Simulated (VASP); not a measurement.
## Ru: single point with r2SCAN

Crystal: Ru.

```
Ru
1.0
     2.70580    0.00000    0.00000
    -1.35290    2.34329    0.00000
     0.00000    0.00000    4.28190
Ru
2
Direct
  0.66667 0.33333 0.75000
  0.33333 0.66667 0.25000
```

| Item | Value |
| --- | --- |
| Program | VASP 6.6.1 |
| Task | single point |
| Functional | r2SCAN |
| Potentials or basis | VASP PAW PBE potentials, release 64 (Ru_sv) |
| Cutoff | 620 eV |
| k mesh | 9 × 9 × 5 |
| Occupations | gaussian, width 0.1 eV |
| Spin | no spin polarisation |
| Dipole correction | no |
| Further INCAR settings | ALGO = Normal; EDIFF = 1e-06; NBANDS = 23 |

The pressure is -2.2 GPa and the band gap on the k mesh is zero (bands 16 and 17 overlap by 3.17 eV).

Stress tensor (GPa, compression positive):
```
-2.02  0.00  0.00
 0.00 -2.02  0.00
 0.00  0.00 -2.42
```

Levels at points of the mesh, in eV from the Fermi level:
| k point | band 14 | band 15 | band 16 | band 17 | band 18 | band 19 |
| --- | --- | --- | --- | --- | --- | --- |
| (0.00, 0.00, 0.00) | -2.11 | -2.11 | -1.56 | -1.56 | 1.13 | 1.13 |

Wall time 2.5 min on 1 thread of AMD EPYC 7R43 64-Core Processor (Zen 3), on a shared host, peak memory 0.13 GiB.

Caveat: the PAW data sets were made with another functional, which shifts forces and pressure a little.
